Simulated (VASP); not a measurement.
# Ge in VASP: further runs

Runs on Ge. Level: PBE. Tasks: single point.

Program: VASP 6.6.1. These are calculated values, not measurements. Logs are shortened: lines on timing, memory, paths and dates and some standing lists are left out, and cuts for length are marked.

**1. The cell of the first run**

The structure is orthorhombic, space group Imma (No. 74). Conventional cell: a = 4.690 Å, b = 5.016 Å, c = 2.882 Å, α = 90.00°, β = 90.00°, γ = 90.00°. Within 3.3 Å of Ge (site symmetry mm2) lie 8 Ge at 2.51 to 2.88 Å.

**2. Single point, PBE (strained)**

Input file INCAR:

```
PREC = Accurate
ENCUT = 520
EDIFF = 1E-7
ISMEAR = 0
SIGMA = 0.1
LREAL = False
LASPH = True
NELM = 100
ALGO = Normal
ISIF = 2
LWAVE = False
LCHARG = False
GGA = PE
NBANDS = 21
```

Input file KPOINTS:

```
Automatic mesh
0
Gamma
  16 16 16
```

Input file POSCAR:

```
Ge
1.0
   -2.3452455967      2.5078224325      1.4410279295
    2.3452455967     -2.5078224325      1.4410279295
    2.3452455967      2.5078224325     -1.4410279295
Ge
2
Direct
    0.2729329864      1.0229329864      0.2500000000
    0.7270670136     -0.0229329864      0.7500000000
```

Potentials or basis: VASP PAW PBE potentials, release 64 (Ge_d).

Started as:

```console
$ cat potpaw_PBE.64/Ge_d/POTCAR > POTCAR
$ mpirun -np 1 vasp_std > vasp.out
```

OUTCAR:

```text
PREC = Accurate
   ENCUT = 520
   EDIFF = 1E-7
   ISMEAR = 0
   LREAL = False
   LASPH = True
   NELM = 100
   ISIF = 2
   GGA = PE

 ion  position               nearest neighbor table
   1  0.273  0.023  0.250-   2 2.51   2 2.51   2 2.69   2 2.69   2 2.82   2 2.82
   2  0.727  0.977  0.750-   1 2.51   1 2.51   1 2.69   1 2.69   1 2.82   1 2.82

  LATTYP: Found a body centered orthorhombic cell.
 ALAT       =     2.8820558590
 B/A-ratio  =     1.6274810146
 C/A-ratio  =     1.7403010595

  Lattice vectors:

 A1 = (   2.3452455967,  -2.5078224325,   1.4410279295)
 A2 = (  -2.3452455967,  -2.5078224325,  -1.4410279295)
 A3 = (   2.3452455967,   2.5078224325,  -1.4410279295)

Analysis of symmetry for initial positions (statically):
=====================================================================
 Subroutine PRICEL returns:
 Original cell was already a primitive cell.

 Routine SETGRP: Setting up the symmetry group for a
 body centered orthorhombic supercell.

 Subroutine GETGRP returns: Found  8 space group operations
 (whereof  4 operations were pure point group operations)
 out of a pool of  8 trial point group operations.

The static configuration has the point symmetry C_2h.
 The point group associated with its full space group is D_2h.

Analysis of symmetry for dynamics (positions and initial velocities):
=====================================================================
 Subroutine PRICEL returns:
 Original cell was already a primitive cell.

 Routine SETGRP: Setting up the symmetry group for a
 body centered orthorhombic supercell.

 Subroutine GETGRP returns: Found  8 space group operations
 (whereof  4 operations were pure point group operations)
 out of a pool of  8 trial point group operations.

The dynamic configuration has the point symmetry C_2h.
 The point group associated with its full space group is D_2h.

 Subroutine INISYM returns: Found  8 space group operations
 (whereof  4 operations are pure point group operations),
 and found     1 'primitive' translations

----------------------------------------------------------------------------------------

                                     Primitive cell

  volume of cell :      33.9014

  direct lattice vectors                    reciprocal lattice vectors
    -2.345245597  2.507822432  1.441027929     0.000000000  0.199376157  0.346974538
     2.345245597 -2.507822432  1.441027929     0.213197288  0.000000000  0.346974538
     2.345245597  2.507822432 -1.441027929     0.213197288  0.199376157  0.000000000

  length of vectors
     3.723695981  3.723695981  3.723695981     0.400177688  0.407239995  0.291897132

  position of ions in fractional coordinates (direct lattice)
     0.272932986  0.022932986  0.250000000
     0.727067014  0.977067014  0.750000000

  ion indices of the primitive-cell ions
   primitive index   ion index
                 1           1
                 2           2

----------------------------------------------------------------------------------------

 KPOINTS: Automatic mesh

Automatic generation of k-mesh.
 Grid dimensions read from file:
 generate k-points for:   16   16   16

 Generating k-lattice:

  Cartesian coordinates                     Fractional coordinates (reciprocal lattice)
     0.000000000  0.012461010  0.021685909     0.062500000  0.000000000  0.000000000
     0.013324830  0.000000000  0.021685909    -0.000000000  0.062500000  0.000000000
     0.013324830  0.012461010  0.000000000    -0.000000000  0.000000000  0.062500000

  Length of vectors
     0.025011106  0.025452500  0.018243571

  Shift w.r.t. Gamma in fractional coordinates (k-lattice)
     0.000000000  0.000000000  0.000000000

 Subroutine IBZKPT returns following result:
 ===========================================

 Found    621 irreducible k-points:

 Following reciprocal coordinates:
            Coordinates               Weight
  0.000000  0.000000  0.000000      1.000000
  0.062500 -0.000000  0.000000      4.000000
  0.125000 -0.000000  0.000000      4.000000
  0.187500 -0.000000  0.000000      4.000000
  0.250000 -0.000000  0.000000      4.000000
  0.312500 -0.000000  0.000000      4.000000
[... 16 lines left out ...]
 -0.187500  0.062500 -0.000000      8.000000
 -0.125000  0.062500 -0.000000      8.000000
 [... further k-points ...]
   k-points           NKPTS =    621   k-points in BZ     NKDIM =    621   number of bands    NBANDS=     21
   number of dos      NEDOS =    301   number of ions     NIONS =      2
   total plane-waves  NPLWV =  21952
   dimension x,y,z NGX =    28 NGY =   28 NGZ =   28
   dimension x,y,z NGXF=    56 NGYF=   56 NGZF=   56
   ions per type =               2
   NGX,Y,Z   is equivalent  to a cutoff of  12.50, 12.50, 12.50 a.u.
   NGXF,Y,Z  is equivalent  to a cutoff of  25.00, 25.00, 25.00 a.u.
 SYSTEM =  unknown system
   PREC   = accura    normal or accurate (medium, high low for compatibility)
   ISTART =      0    job   : 0-new  1-cont  2-samecut
   ICHARG =      2    charge: 1-file 2-atom 10-const
   ISPIN  =      1    spin polarized calculation?
   LNONCOLLINEAR =      F non collinear calculations
   LSORBIT =      F    spin-orbit coupling
   LASPH  =      T    aspherical Exc in radial PAW
   ENCUT  =  520.0 eV  38.22 Ry    6.18 a.u.   6.92  6.92  6.92*2*pi/ulx,y,z
   NELM   =    100;   NELMIN=  2; NELMDL= -5     # of ELM steps
   EDIFF  = 0.1E-06   stopping-criterion for ELM
   LREAL  =      F    real-space projection
   EDIFFG = 0.1E-05   stopping-criterion for IOM
   NSW    =      0    number of steps for IOM
   IBRION =     -1    ionic relax: 0-MD 1-quasi-New 2-CG
   NFREE  =      0    steps in history (QN), initial steepest desc. (CG)
   ISIF   =      2    stress and relaxation
   ISYM   =      2    0-nonsym 1-usesym 2-fastsym
   POTIM  = 0.5000    time-step for ionic-motion
   TEBEG  =    0.0;   TEEND  =   0.0 temperature during run
   PSTRESS=    0.0 pullay stress
   NELECT =      28.0000    total number of electrons
   NUPDOWN=      -1.0000    fix difference up-down
   EMIN   =  10.00;   EMAX   =-10.00  energy-range for DOS
   EFERMI =   0.00;   METHOD = LEGACY
   ISMEAR =     0;   SIGMA  =   0.10  broadening in eV -4-tet -1-fermi 0-gaus
   EFERMI_NEDOS =   21; number of points for ismear=-14 and -15
   IALGO  =     38    algorithm
   IMIX   =      4    mixing-type and parameters
     AMIX     =   0.40;   BMIX     =  1.00
     AMIX_MAG =   1.60;   BMIX_MAG =  1.00
  volume/ion in A,a.u.               =      16.95       114.39
  Fermi-wavevector in a.u.,A,eV,Ry     =   1.535990  2.902600 32.099746  2.359265
  Thomas-Fermi vector in A             =   2.642701
   LORBIT       =      0    0 simple, 1 ext, 2 COOP (PROOUT), +10 PAW based schemes
   GGA     = PE    functional components
   LHFCALC =     F    Hartree Fock is set to
   AEXX    =    0.0000 exact exchange contribution
   IVDW    =     0    specifies the selected vdW correction
   LEPSILON=     F    determine dielectric tensor
   LRPA    =     F    only Hartree local field effects (RPA)
 non-spin polarized calculation
 Gauss-broadening in eV      SIGMA  =   0.10
  energy-cutoff  :      520.00
  volume of cell :       33.90
 maximum number of plane-waves:       948
   NGX = 13   NGY = 13   NGZ = 13

 number of electron      28.0000025 magnetization

 Free energy of the ion-electron system (eV)
  ---------------------------------------------------
  ext. energy  EPLUGINS =         0.00000000
  ---------------------------------------------------
  free energy    TOTEN  =        -8.35919095 eV

  energy without entropy =       -8.35522902  energy(sigma->0) =       -8.35720999

 E-fermi :   7.8845     XC(G=0): -11.7795

 val. band max:        7.8791376646   @ k =  -0.3125  -0.1875   0.0625
 cond. band min:       7.8856284608   @ k =  -0.1875   0.1250  -0.0000
 fundamental gap:      0.0064907962
 Fermi energy:         7.8844627640

 k-point     1 :       0.0000    0.0000    0.0000
  band No.  band energies     occupation
      1     -17.0899      2.00000
      2     -16.9550      2.00000
      3     -16.9374      2.00000
      4     -16.9307      2.00000
      5     -16.8855      2.00000
      6     -16.8813      2.00000
[... 13 lines left out ...]
     20      19.2367      0.00000
     21      20.2119      0.00000

 k-point     2 :       0.0625   -0.0000    0.0000
  band No.  band energies     occupation
      1     -17.0848      2.00000
      2     -16.9520      2.00000
      3     -16.9373      2.00000
      4     -16.9261      2.00000
      5     -16.8832      2.00000
      6     -16.8807      2.00000
[... 13 lines left out ...]
     20      19.0843      0.00000
     21      20.0760      0.00000

 k-point     3 :       0.1250   -0.0000    0.0000
  band No.  band energies     occupation
      1     -17.0697      2.00000
      2     -16.9432      2.00000
      3     -16.9365      2.00000
      4     -16.9132      2.00000
      5     -16.8835      2.00000
      6     -16.8718      2.00000
[... 13 lines left out ...]
     20      17.6649      0.00000
     21      21.3155      0.00000

 k-point     4 :       0.1875   -0.0000    0.0000
  band No.  band energies     occupation
      1     -17.0456      2.00000
      2     -16.9360      2.00000
      3     -16.9279      2.00000
      4     -16.8957      2.00000
      5     -16.8823      2.00000
      6     -16.8571      2.00000
[... 13 lines left out ...]
     20      16.6309      0.00000
     21      21.7268      0.00000

 k-point     5 :       0.2500   -0.0000    0.0000
  band No.  band energies     occupation
      1     -17.0140      2.00000
      2     -16.9326      2.00000
      3     -16.9096      2.00000
      4     -16.8874      2.00000
      5     -16.8666      2.00000
      6     -16.8397      2.00000
[... 13 lines left out ...]
     20      15.9802      0.00000
     21      22.3811      0.00000
[... 382 lines left out ...]
     20      16.8575      0.00000
     21      21.8589      0.00000

 k-point    22 :      -0.2500    0.0625    0.0000
  band No.  band energies     occupation
      1     -17.0241      2.00000
      2     -16.9340      2.00000
      3     -16.9174      2.00000
      4     -16.8970      2.00000
      5     -16.8730      2.00000
      6     -16.8549      2.00000
[... 13 lines left out ...]
     20      17.3489      0.00000
     21      21.2346      0.00000

 k-point    23 :      -0.1875    0.0625   -0.0000
  band No.  band energies     occupation
      1     -17.0533      2.00000
      2     -16.9370      2.00000
      3     -16.9328      2.00000
      4     -16.9137      2.00000
      5     -16.8775      2.00000
      6     -16.8695      2.00000
[... 13 lines left out ...]
     20      18.2029      0.00000
     21      20.8752      0.00000

 k-point    24 :      -0.1250    0.0625   -0.0000
  band No.  band energies     occupation
      1     -17.0743      2.00000
      2     -16.9462      2.00000
      3     -16.9369      2.00000
      4     -16.9246      2.00000
      5     -16.8830      2.00000
      6     -16.8764      2.00000
[... 13 lines left out ...]
     20      19.2626      0.00000
     21      20.6646      0.00000

 [... further k-points ...]
[... 5 lines left out ...]
  --------------------------------------------------------------------------------------
  -------------------------------------------------------------------------------------
  Total        2.2535271      3.8806193      1.7128630      0.0000000     -0.0000000      0.0000000
  in kB      106.5015323    183.3978011     80.9497878      0.0000000     -0.0000000      0.0000000
  external PRESSURE =     123.6163738 kB  Pullay stress =       0.0000000 kB

 VOLUME and BASIS-vectors are now :
 -----------------------------------------------------------------------------
  energy-cutoff  :      520.00
  volume of cell :       33.90
      direct lattice vectors                 reciprocal lattice vectors
    -2.345245597  2.507822432  1.441027929     0.000000000  0.199376157  0.346974538
     2.345245597 -2.507822432  1.441027929     0.213197288  0.000000000  0.346974538
     2.345245597  2.507822432 -1.441027929     0.213197288  0.199376157  0.000000000

 POSITION                                       TOTAL-FORCE (eV/Angst)
 -----------------------------------------------------------------------------------
      0.00000      1.25391      0.06609        -0.000000      0.000000      0.074771
      2.34525      1.25391      1.37493         0.000000     -0.000000     -0.074771
 -----------------------------------------------------------------------------------
    total drift:                                0.000000      0.000000     -0.000000

  FREE ENERGIE OF THE ION-ELECTRON SYSTEM (eV)
  ---------------------------------------------------
  free  energy   TOTEN  =        -8.3591909535 eV

  energy  without entropy=       -8.3552290244  energy(sigma->0) =       -8.35720999
```

Wall time 2.6 min (1 thread of Intel Xeon 6975P-C (Granite Rapids), shared host); peak memory 0.43 GiB.

What came out:

```
Free energy            : -8.3592 eV
Pressure               : 12.4 GPa
Largest force          : 0.075 eV/Å
Band gap on the k mesh : zero (band 14 reaches 11.44 eV, above the bottom of band 15 at 4.07 eV)
```

Forces in eV/Å, atoms in the order of the input:
```
Ge   0.000  0.000  0.075
Ge   0.000  0.000 -0.075
```

Caveat: the cell differs from its parent crystal (strained).

**3. Single point, PBE (strained and its atoms moved)**

Input file INCAR:

```
SYSTEM = Ge
PREC = Accurate
ENCUT = 520
EDIFF = 1E-7
ISMEAR = 0
SIGMA = 0.1
LREAL = .FALSE.
LASPH = .TRUE.
NELM = 100
ALGO = Normal
ISIF = 2
LWAVE = .FALSE.
LCHARG = .FALSE.
GGA = PE
NBANDS = 21
```

Input file KPOINTS:

```
regular mesh
0
G
  14 14 14
  0 0 0
```

Input file POSCAR:

```
Ge
1.0
   -2.5386284468      2.5327374307      1.5562279705
    2.5386284468     -2.5327374307      1.5562279705
    2.5983788988      2.5889949716     -1.5562279705
Ge
2
Direct
    0.1755042016      0.9255042016      0.2500000000
    0.8244957984      0.0744957984      0.7500000000
```

Potentials or basis: VASP PAW PBE potentials, release 64 (Ge_d).

Started as:

```console
$ cat potpaw_PBE.64/Ge_d/POTCAR > POTCAR
$ mpirun -np 1 vasp_std > vasp.out
```

It took 8.6 min on 1 thread of Intel Xeon Platinum 8488C (Sapphire Rapids), shared host; peak memory 0.57 GiB.

It converged, with:

- Free energy: -8.4806 eV
- Pressure: -2.5 GPa
- Largest force: 0.241 eV/Å
- Band gap on the k mesh: zero (band 14 reaches 8.09 eV, above the bottom of band 15 at 2.65 eV)

Forces on the atoms (eV/Å):
```
Ge   0.000  0.000 -0.241
Ge   0.000  0.000  0.241
```

Stress tensor (GPa, compression positive):
```
-5.68 -1.10  0.00
-1.10  4.08  0.00
 0.00  0.00 -6.00
```

Levels at points of the mesh, in eV from the Fermi level:
| k point | band 12 | band 13 | band 14 | band 15 | band 16 | band 17 |
| --- | --- | --- | --- | --- | --- | --- |
| (0.00, 0.00, 0.00) | -3.23 | -1.99 | -1.29 | 3.95 | 5.78 | 5.85 |
| (0.50, 0.00, 0.00) | -7.08 | -1.98 | -1.44 | -0.98 | 1.57 | 3.62 |
| (0.00, 0.50, 0.00) | -5.81 | -3.10 | -2.18 | -1.30 | 3.23 | 3.34 |
| (0.50, 0.50, 0.00) | -9.73 | 0.99 | 0.99 | 2.44 | 2.44 | 5.13 |
| (0.00, 0.00, 0.50) | -9.84 | 1.24 | 1.24 | 2.83 | 2.83 | 5.24 |
| (0.50, 0.50, 0.50) | -7.91 | -5.30 | -5.09 | 2.77 | 4.89 | 10.35 |

Caveat: the cell differs from its parent crystal (strained and its atoms moved).
